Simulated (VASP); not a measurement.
The system is PbI2.

```xyz
3
Lattice="4.5641 0.0000 0.0000 -2.2820 3.9526 0.0000 0.0000 0.0000 7.0475" Properties=species:S:1:pos:R:3 pbc="T T T"
Pb    0.0000    0.0000    0.0000
I     0.0000    2.6351    1.8796
I     2.2820    1.3175    5.1679
```

Program: VASP 6.6.1. Alike in all runs: task single point; potentials or basis VASP PAW PBE potentials, release 64 (Pb_d, I); no spin polarisation; cell as given; smearing gaussian 0.01 eV.

**Question.** Order these runs on this cell by their band gap on the k mesh, lowest first.
A. level HSE06; k mesh 6 × 6 × 2; cutoff (eV) 400; grid for exact exchange (PRECFOCK) Normal; share of exact exchange 0.25; screening parameter 0.2079 1/Å
B. level PBE; k mesh 6 × 6 × 4; cutoff (eV) 500
C. level r2SCAN; k mesh 6 × 6 × 2; cutoff (eV) 550

**Answer.** B (2.23 eV), C (2.62 eV), A (2.93 eV).

Caveats: some runs use coarse meshes; spin-orbit coupling is left out, which moves the levels of the heavy elements.

A k mesh can miss the band edges.
